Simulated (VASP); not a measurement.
## GaAs: vibrations by perturbation theory with LDA

GaAs:

```
Ga As
1.0
     0.00000    2.75700    2.75700
     2.75700    0.00000    2.75700
     2.75700    2.75700    0.00000
Ga As
1 1
Direct
  0.00000 0.00000 0.00000
  0.75000 0.75000 0.75000
```

```yaml
Program: VASP 6.6.1
Task: vibrations by perturbation theory
Functional: LDA
Potentials_or_basis: VASP PAW LDA potentials, release 64 (Ga_d, As)
Cutoff: 520 eV
k_mesh: 12 × 12 × 12
Occupations: gaussian, width 0.01 eV
Spin: no spin polarisation
Dipole_correction: no
Further_INCAR_settings: ALGO = Normal; EDIFF = 1e-08; NBANDS = 16; IBRION = 8; NSW = 1
```

```
Electronic dielectric tensor (diagonal)                 : 13.58
Born charges (mean of the diagonal)                     : Ga +1.97; As -1.97 e
Highest phonon frequency at Γ, LO-TO splitting left out : 287 cm⁻¹
```

Phonon frequencies in cm⁻¹ (negative: imaginary):
```csv
q point,frequencies
"(0.000, 0.000, 0.000)",0 0 0 287 287 287
```

Electronic dielectric tensor:
```
13.58  0.00  0.00
 0.00 13.58  0.00
 0.00  0.00 13.58
```

Born effective charge tensors (e):
atom 1, Ga
```
1.97 0.00 0.00
0.00 1.97 0.00
0.00 0.00 1.97
```
atom 2, As
```
-1.97  0.00  0.00
 0.00 -1.97  0.00
 0.00  0.00 -1.97
```

It took 44 min on 1 thread of Intel Xeon 8259CL (shared host), peak memory 0.53 GiB.

Caveat: the cell stands under pressure or tension, which shifts response properties.
